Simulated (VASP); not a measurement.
Input of a VASP 6.6.1 run:

Contents of INCAR:

```
SYSTEM = TiC
PREC = Accurate ; ENCUT = 520
EDIFF = 1E-7 ; ISMEAR = 0
SIGMA = 0.15 ; LREAL = .False.
LASPH = .True. ; NELM = 80
ALGO = Normal ; ISIF = 2
LWAVE = .False. ; LCHARG = .False.
GGA = PE ; NBANDS = 15
```

The input KPOINTS:

```
Automatic mesh
0
Gamma
  18 18 18
  0 0 0
```

POSCAR

```
TiC
1.0
    0.0405750000      2.1640000000      2.1640000000
    2.1640000000      0.0405750000      2.1640000000
    2.2045750000      2.2045750000      0.0000000000
Ti C
1 1
Direct
    0.0000000000      0.0000000000      0.0000000000
    0.5000000000      0.5000000000      0.5000000000
```

Potentials or basis: VASP PAW PBE potentials, release 64 (Ti_sv, C).

Command:

```sh
$ cat potpaw_PBE.64/Ti_sv/POTCAR potpaw_PBE.64/C/POTCAR > POTCAR
$ mpirun -np 1 vasp_std > vasp.out
```

(1) Estimate the pressure.

(2) Estimate the band gap on the k mesh.

## Answers

(1) 1.2 GPa.

(2) zero (bands 8 and 9 overlap by 1.26 eV).

Caveat: the cell differs from its parent crystal (strain +0.0375 x Voigt [0, 0, 0, 0, 0, 1]).
